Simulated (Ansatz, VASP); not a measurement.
# One calculation of CdSe, two programs

The input POSCAR:

```
CdSe
1.0
    0.0000000000      3.1598143944      3.1598143944
    3.1598143944      0.0000000000      3.1598143944
    3.1598143944      3.1598143944      0.0000000000
Cd Se
1 1
Direct
    0.0000000000      0.0000000000      0.0000000000
    0.2500000000      0.2500000000      0.2500000000
```

INCAR.step1

```
PREC     = Accurate       # precision mode
ENCUT    = 520            # plane-wave cutoff, eV
ISMEAR   = -1             # smearing method
SIGMA    = 0.02           # smearing width, eV
LREAL    = False          # projectors in reciprocal space
LASPH    = True           # aspherical terms in the spheres
NELM     = 150            # most SCF steps
LNONCOLLINEAR= True           # non-collinear magnetism
MAGMOM   = 0 0 0 0 0 0    # initial moments
LSORBIT  = True           # spin-orbit coupling
GGA_COMPAT= False        
NBANDS   = 30             # bands
GGA      = PE             # functional
ALGO     = Normal         # electronic algorithm
EDIFF    = 1E-4           # SCF threshold, eV
LWAVE    = True           # write WAVECAR
LCHARG   = False          # write CHGCAR
```

Contents of INCAR.step2:

```
PREC     = Accurate       # precision mode
ENCUT    = 520            # plane-wave cutoff, eV
EDIFF    = 1E-6           # SCF threshold, eV
ISMEAR   = -1             # smearing method
SIGMA    = 0.02           # smearing width, eV
LREAL    = False          # projectors in reciprocal space
LASPH    = True           # aspherical terms in the spheres
NELM     = 150            # most SCF steps
ALGO     = Normal         # electronic algorithm
ISIF     = 2              # what is computed and relaxed
LWAVE    = False          # write WAVECAR
LCHARG   = True           # write CHGCAR
LNONCOLLINEAR= True           # non-collinear magnetism
MAGMOM   = 0 0 0 0 0 0    # initial moments
LORBIT   = 11             # projections on sites
LSORBIT  = True           # spin-orbit coupling
GGA_COMPAT= False        
LORBMOM  = True         
METAGGA  = R2SCAN         # meta-GGA
LMIXTAU  = True         
LVHAR    = True         
NBANDS   = 30             # bands
ISTART   = 1
```

Contents of KPOINTS:

```
regular mesh
0
Gamma
  8 8 8
```

Input for Ansatz:

```yaml
crystal:
  lattice:
    - [0.0, 3.1598143944, 3.1598143944]
    - [3.1598143944, 0.0, 3.1598143944]
    - [3.1598143944, 3.1598143944, 0.0]
  atoms:
    - { symbol: Cd, position: [0.0, 0.0, 0.0] }
    - { symbol: Se, position: [0.25, 0.25, 0.25] }
kpoints:
  mp_grid: { grid: [8, 8, 8] }
  band_path:
    path:
      - [0.0, 0.0, 0.0]
      - [-0.5, -0.5, 0.0]
      - [-0.375, -0.375, 0.25]
      - [-0.375, 0.0, 0.375]
      - [0.0, 0.0, 0.5]
      - [-0.5, -0.25, 0.25]
    npoints: 1
hamiltonian:
  xc: r2scan
scf:
  occupations: { method: fermi_dirac, width: 0.02 }
  n_extra_bands: 8
magnetization:
  noncollinear: true
  spin_orbit: true
output:
  forces: true
  stress: true
  eigenvalues: true
  write_density: true
  write_potential: true
  elf: true
  volumetric_format: npy
```

Change from the starting cell: hydrostatic strain +3.0%.

Alike in both runs: task single point; functional r2SCAN; k mesh 8 × 8 × 8; occupations fermi-dirac, width 0.02 eV; non-collinear spin, spin-orbit coupling.

|  | VASP | Ansatz |
| --- | --- | --- |
| version | VASP 6.6.1 | Ansatz 0.2.0 |
| potentials or method | VASP PAW PBE potentials, release 64 (Cd, Se) | plane waves, PAW |
| plane-wave cutoff (eV) | 520 | 500 |
| valence electrons in the cell | 18 | 36 |

Ansatz gave:

- pressure (GPa): -3.8
- net moment per atom (μB): 0.00

Q: Which values does VASP return?

A: Pressure (GPa): -3.6; net moment per atom (μB): 0.00.

VASP's potentials were made for PBE, not for r2SCAN. The functional is the same, so the differences come from potentials, cutoffs and numerics. VASP's potentials hold 18 valence electrons a cell and Ansatz's 36, so a difference there can come from the potentials and not from the codes.
